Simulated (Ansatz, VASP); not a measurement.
# Fe: VASP beside Ansatz

```
Fe
1.0
     0.00000    1.68749    1.68749
     1.68749    0.00000    1.68749
     1.68749    1.68749    0.00000
Fe
1
Cartesian
  0.0000 0.0000 0.0000
```

Alike in both runs: task single point; functional LDA; k mesh 18 × 18 × 18; occupations fermi-dirac, width 0.1 eV; no spin polarisation.

|  | VASP | Ansatz |
| --- | --- | --- |
| version | VASP 6.6.1 | Ansatz 0.2.0 |
| potentials or method | VASP PAW LDA potentials, release 64 (Fe), cutoff 520 eV | plane waves (420 eV) with PAW, scalar-relativistic |
| valence electrons in the cell | 8 | 16 |

```tsv
	VASP	Ansatz	Ansatz less VASP
pressure (GPa)	-0.2	0.1	+0.26
```

Ansatz warns that its potentials were made for another functional, while VASP's fit it. LDA's correlation is that of Perdew and Zunger in VASP and of Perdew and Wang (1992) in Ansatz. VASP's potentials hold 8 valence electrons a cell and Ansatz's 16, so a difference there can come from the potentials and not from the codes.
